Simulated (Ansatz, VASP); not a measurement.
This is a calculation of NbP for VASP 6.6.1.

File INCAR:

```
PREC     = Accurate       # precision mode
ENCUT    = 520            # plane-wave cutoff, eV
EDIFF    = 1E-7           # SCF threshold, eV
ISMEAR   = -1             # smearing method
SIGMA    = 0.05           # smearing width, eV
LREAL    = F              # projectors in reciprocal space
LASPH    = T              # aspherical terms in the spheres
NELM     = 100            # most SCF steps
ALGO     = Normal         # electronic algorithm
ISIF     = 2              # what is computed and relaxed
LWAVE    = F              # write WAVECAR
LCHARG   = F              # write CHGCAR
GGA      = PE             # functional
NBANDS   = 26             # bands
```

Contents of KPOINTS:

```
regular mesh
0
Gamma
  11 11 11
```

Contents of POSCAR:

```
NbP
1.0
   -1.6860157846      1.6860157846      5.7781232452
    1.6860157846     -1.6860157846      5.7781232452
    1.6860157846      1.6860157846     -5.7781232452
Nb P
2 2
Direct
    0.2498808000      0.7498808000      0.5000000000
    0.4998808000      0.4998808000      0.0000000000
    0.8327477700      0.3327477700      0.5000000000
    0.0827477700      0.0827477700      0.0000000000
```

Potentials or basis: VASP PAW PBE potentials, release 64 (Nb_sv, P).

Launch:

```bash
$ cat potpaw_PBE.64/Nb_sv/POTCAR potpaw_PBE.64/P/POTCAR > POTCAR
$ mpirun -np 1 vasp_std > vasp.out
```

Translate it to Ansatz 0.2.0. Potentials there: all-electron LAPW, scalar-relativistic.

As run (the cutoff follows the program's own potentials):

Contents of input.yaml:

```yaml
crystal:
  lattice:
    - [-1.6860157846, 1.6860157846, 5.7781232452]
    - [1.6860157846, -1.6860157846, 5.7781232452]
    - [1.6860157846, 1.6860157846, -5.7781232452]
  atoms:
    - { symbol: Nb, position: [0.2498808, 0.7498808, 0.5] }
    - { symbol: Nb, position: [0.4998808, 0.4998808, 0.0] }
    - { symbol: P, position: [0.83274777, 0.33274777, 0.5] }
    - { symbol: P, position: [0.08274777, 0.08274777, 0.0] }
kpoints:
  mp_grid: { grid: [11, 11, 11] }
scf:
  occupations: { method: fermi_dirac, width: 0.05 }
hamiltonian:
  xc: pbe
  pseudopotentials: { kind: all_electron, lapw: { basis_error: 0.001 } }
output:
  forces: true
  stress: true
  eigenvalues: true
```

Potentials or basis: all-electron LAPW, scalar-relativistic.

Run with:

```console
$ ansatz run input.yaml --threads 2 --pin off --max-ram 6144MiB --backend cpu --events-out ev --progress --plain --runs-dir out
```

Both were run:

|  | VASP | Ansatz | Ansatz less VASP |
| --- | --- | --- | --- |
| gap on the k mesh at the Fermi level (eV) | none | none | - |
| pressure (GPa) | -4.9 | -4.6 | +0.36 |
| traceless stress, the component that is largest in VASP (GPa) | 0.13 | 0.11 | -0.022 |
| rms of the force components (eV/Å) | 0.005 | 0.005 | +0.0006 |

Atom by atom the forces differ by 0.001 eV/Å (rms over components). A gap of «none» marks a metal or a gap that the smearing closes. Ansatz ran all-electron here, and VASP with PAW potentials.
